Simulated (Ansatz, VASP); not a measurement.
## TiO2: VASP beside Ansatz

```
Ti O
1.0
     4.78126    0.00000    0.00000
     0.00000    4.78126    0.00000
     0.00000    0.00000    2.75345
Ti O
2 4
Direct
  0.00000 0.00000 0.00000
  0.50000 0.50000 0.50000
  0.30514 0.30514 0.00000
  0.19486 0.80514 0.50000
  0.69486 0.69486 0.00000
  0.80514 0.19486 0.50000
```

Change from the starting cell: strain +0.040 along x and y, -0.080 along z, atoms carried along.

Alike in both runs: task single point; functional r2SCAN; k mesh 6 × 6 × 8; occupations gaussian, width 0.05 eV; no spin polarisation; Hubbard terms Ti d U = 4.0 eV.

```csv
,VASP,Ansatz
version,VASP 6.6.1,Ansatz 0.2.0
potentials or method,"VASP PAW PBE potentials, release 64 (Ti_sv, O), cutoff 520 eV","scalar-relativistic, plane waves, PAW"
valence electrons in the cell,48,48
```

```tsv
	VASP	Ansatz	Ansatz less VASP
gap on the k mesh at the Fermi level (eV)	2.86	2.74	-0.121
least direct gap on the mesh (eV)	2.92	2.82	-0.098
pressure (GPa)	13.9	8.4	-5.49
traceless stress, the component that is largest in VASP (GPa)	29.45	27.72	-1.727
rms of the force components (eV/Å)	0.252	0.091	-0.1608
```

VASP's potentials were made for PBE, not for r2SCAN. The programs project onto different local orbitals, so the same U acts differently, and such runs can settle in different states. Atom by atom the forces differ by 0.161 eV/Å (rms over components).
